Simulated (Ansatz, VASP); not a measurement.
AlRu: VASP beside Ansatz

```
Al Ru
1.0
     3.01719    0.00000    0.00000
     0.00000    3.01719    0.00000
     0.00000    0.00000    2.89650
Al Ru
1 1
Direct
  0.00000 0.00000 0.00000
  0.50000 0.50000 0.50000
```

Alike in both runs: task single point; functional PBEsol; k mesh 22 × 22 × 22; occupations gaussian, width 0.15 eV; no spin polarisation.

|  | VASP | Ansatz |
| --- | --- | --- |
| version | VASP 6.6.1 | Ansatz 0.2.0 |
| potentials or method | VASP PAW PBE potentials, release 64 (Al, Ru_pv), cutoff 520 eV | scalar-relativistic, plane waves, PAW |
| valence electrons in the cell | 17 | 19 |

Ansatz gave:

```
gap on the k mesh at the Fermi level (eV)                     : none
pressure (GPa)                                                : 0.2
traceless stress, the component that is largest in VASP (GPa) : 5.04
```

**Question.** Which values does VASP return?

**Answer.** gap on the k mesh at the Fermi level (eV): none; pressure (GPa): 0.3; traceless stress, the component that is largest in VASP (GPa): 5.05.

VASP's potentials were made for PBE, not for PBEsol. A gap of «none» marks a metal or a gap that the smearing closes. With one functional, cell and mesh, what is left measures potentials, basis and numerics. VASP's potentials hold 17 valence electrons a cell and Ansatz's 19, so a difference there can come from the potentials and not from the codes.
